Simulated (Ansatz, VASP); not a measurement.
# SrCl2: VASP beside Ansatz

```
Sr Cl
1.0
     0.00000    3.35466    3.58287
     3.35466    0.00000    3.58287
     3.35466    3.35466    0.00000
Sr Cl
1 2
Cartesian
  0.0000 0.0000 0.0000
  1.6773 1.6773 1.7914
  5.0320 5.0320 5.3743
```

Change from the starting cell: epitaxial_xy strain -4.1%.

Alike in both runs: task single point; functional HSE06; k mesh 4 × 4 × 4; no spin polarisation.

|  | VASP | Ansatz |
| --- | --- | --- |
| version | VASP 6.6.1 | Ansatz 0.2.0 |
| potentials or method | VASP PAW PBE potentials, release 64 (Sr_sv, Cl) | plane waves, PAW |
| plane-wave cutoff (eV) | 520 | 420 |
| occupations | gaussian, width 0.01 eV | fixed |
| valence electrons in the cell | 24 | 24 |

Ansatz gave:

| Property | Result |
| --- | --- |
| gap on the k mesh at the Fermi level (eV) | 6.45 |
| pressure (GPa) | 2.7 |
| traceless stress, the component that is largest in VASP (GPa) | -2.50 |

Q: What did VASP give for the same quantities?

A: gap on the k mesh at the Fermi level (eV): 6.44; pressure (GPa): 2.8; traceless stress, the component that is largest in VASP (GPa): -2.48.

Ansatz's warnings: stress exchange threshold loose, stress scf threshold loose.
